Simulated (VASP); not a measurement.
Input of a VASP 6.6.1 run:

The input INCAR:

```
  ALGO = Normal
  EDIFF = 1E-6
  ENCUT = 520
  GGA = PE
  ISIF = 2
  ISMEAR = -1
  LASPH = T
  LCHARG = F
  LREAL = F
  LWAVE = F
  NBANDS = 31
  NELM = 100
  PREC = Accurate
  SIGMA = 0.05
```

Contents of KPOINTS:

```
k-points
0
Gamma
  5 4 4
```

POSCAR

```
HPbNO4
1.0
    4.2753100000     -0.0004000000      0.0063600000
   -2.0839900000      5.2077500000     -0.0490700000
   -2.1237700000     -1.8657400000      4.9149100000
H Pb N O
1 1 1 4
Direct
    0.9907300000      0.0333000000      0.9099400000
    0.5027400000      0.8198900000      0.1428700000
    0.0083800000      0.4740800000      0.5026500000
    0.9981600000      0.9274100000      0.0287700000
    0.1946700000      0.7343500000      0.6085200000
    0.8167300000      0.3588200000      0.2455600000
    0.0138100000      0.3312100000      0.6521700000
```

Potentials or basis: VASP PAW PBE potentials, release 64 (H, Pb_d, N, O).

Command:

```console
$ cat potpaw_PBE.64/H/POTCAR potpaw_PBE.64/Pb_d/POTCAR potpaw_PBE.64/N/POTCAR potpaw_PBE.64/O/POTCAR > POTCAR
$ mpirun -np 1 vasp_std > vasp.out
```

(1) What does it give for the largest force?

(2) Predict the pressure.

(3) Predict the band gap on the k mesh.

## Answers

(1) 0.387 eV/Å.

(2) 0.6 GPa.

(3) 2.93 eV (least direct gap 3.14 eV).

Caveat: spin-orbit coupling is left out, which moves the levels of the heavy elements.
